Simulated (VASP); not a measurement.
Here is a VASP 6.6.1 calculation.

POSCAR

```
Sc
1.0
    0.0000000000      2.6211007861      1.7037155110
    2.6211007861      0.0000000000      1.7037155110
    2.6211007861      2.6211007861      0.0000000000
Sc
1
Direct
    0.0000000000      0.0000000000      0.0000000000
```

Contents of INCAR.step1:

```
  PREC = Accurate
  ENCUT = 520
  ISMEAR = 0
  SIGMA = 0.15
  LREAL = F
  LASPH = T
  NELM = 80
  NBANDS = 12
  GGA = PE
  ALGO = Normal
  EDIFF = 1E-4
  LWAVE = T
  LCHARG = F
```

INCAR.step2

```
  PREC = Accurate
  ENCUT = 520
  EDIFF = 1E-6
  ISMEAR = 0
  SIGMA = 0.15
  LREAL = F
  LASPH = T
  NELM = 80
  ALGO = Normal
  ISIF = 2
  LWAVE = F
  LCHARG = F
  METAGGA = R2SCAN
  LMIXTAU = T
  NBANDS = 12
  ISTART = 1
```

File KPOINTS:

```
Automatic mesh
0
Gamma
  20 20 20
```

Potentials or basis: VASP PAW PBE potentials, release 64 (Sc_sv).

Run with:

```sh
$ cat potpaw_PBE.64/Sc_sv/POTCAR > POTCAR
$ cp INCAR.step1 INCAR
$ mpirun -np 1 vasp_std > vasp.out
$ cp INCAR.step2 INCAR
$ mpirun -np 1 vasp_std > vasp.out
```

(1) What does it give for the band gap on the k mesh?

(2) Predict the pressure.

Results:

(1) zero (an odd number of electrons rules out a gap without spin polarisation).

(2) 4.5 GPa.

Caveat: the cell stands under pressure; the PAW data sets were made with another functional, which shifts forces and pressure a little.
